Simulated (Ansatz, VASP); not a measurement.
**SrO in VASP and in Ansatz**

```
Sr O
1.0
     0.00000    2.56980    2.54410
     2.56980    0.00000    2.54410
     2.56980    2.56980    0.00000
Sr O
1 1
Direct
  0.00000 0.00000 0.00000
  0.50000 0.50000 0.50000
```

Change from the starting cell: zz strain of -1 %.

Alike in both runs: task single point; functional PBE; k mesh 8 × 8 × 8; occupations fermi-dirac, width 0.02 eV; no spin polarisation.

```csv
,VASP,Ansatz
version,VASP 6.6.1,Ansatz 0.2.0
potentials or method,"VASP PAW PBE potentials, release 64 (Sr_sv, O), cutoff 520 eV","all-electron LAPW, scalar-relativistic"
```

Ansatz gave:

* gap on the k mesh at the Fermi level (eV): 3.26
* pressure (GPa): 3.9
* traceless stress, the component that is largest in VASP (GPa): 0.98

Q: What did VASP give for the same quantities?

A: gap on the k mesh at the Fermi level (eV): 3.21; pressure (GPa): 4.6; traceless stress, the component that is largest in VASP (GPa): 1.04.

Ansatz ran all-electron here, and VASP with PAW potentials.
